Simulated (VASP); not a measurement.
Wanted: the native input for a VASP 6.6.1 run.

| Property | Result |
| --- | --- |
| Task | relaxation of cell and atoms |
| Functional | PBEsol |
| Potentials or basis | VASP PAW PBE potentials, release 64 (Ag) |
| Cutoff | 600 eV |
| k mesh | 24 × 24 × 24 |
| Occupations | gaussian, width 0.1 eV |
| Spin | no spin polarisation |
| Dipole correction | no |
| Further INCAR settings | ALGO = Normal; EDIFF = 1e-06; IBRION = 2; EDIFFG = -0.01; NSW = 100; ISIF = 3 |

The structure of Ag lies in POSCAR:

```
Ag
1.0
   -1.6905303261      1.6905303261      1.4764489023
    1.6905303261     -1.6905303261      1.4764489023
    1.6905303261      1.6905303261     -1.4764489023
Ag
1
Direct
    0.5000000000      0.5000000000      0.0000000000
```

The input as run:

INCAR

```
PREC     = Accurate       # precision mode
ENCUT    = 600            # plane-wave cutoff, eV
EDIFF    = 1E-6           # SCF threshold, eV
ISMEAR   = 0              # smearing method
SIGMA    = 0.1            # smearing width, eV
LREAL    = F              # projectors in reciprocal space
LASPH    = T              # aspherical terms in the spheres
NELM     = 100            # most SCF steps
ALGO     = Normal         # electronic algorithm
ISIF     = 3              # what is computed and relaxed
LWAVE    = F              # write WAVECAR
LCHARG   = F              # write CHGCAR
GGA      = PS             # functional
IBRION   = 2              # ionic algorithm
NSW      = 100            # ionic steps
EDIFFG   = -0.01          # ionic threshold
```

KPOINTS

```
Automatic mesh
0
Gamma
  24 24 24
```

Potentials or basis: VASP PAW PBE potentials, release 64 (Ag).

The run is started by

```console
$ cat potpaw_PBE.64/Ag/POTCAR > POTCAR
$ mpirun -np 1 vasp_std > vasp.out
```

It gave:

| Property | Result |
| --- | --- |
| Relaxed volume | 16.76 Å³/atom |
| Relaxed cell | a = 2.798 Å, b = 2.798 Å, c = 2.798 Å, α = 106.88°, β = 106.88°, γ = 114.79° |
| Space group after relaxing (to 0.05 Å) | I4/mmm (No. 139) |
| Energy gained by relaxing | 0.8 meV/atom |
| Ionic steps | 10 |
| Pressure after relaxing | 0.0 GPa |

Caveat: the PAW data sets were made with another functional, which shifts forces and pressure a little.

Run time: 11 min on 1 thread of Intel(R) Xeon(R) Platinum 8259CL CPU @ 2.50GHz (Skylake/Cascade Lake) (shared host), peak memory 0.37 GiB.
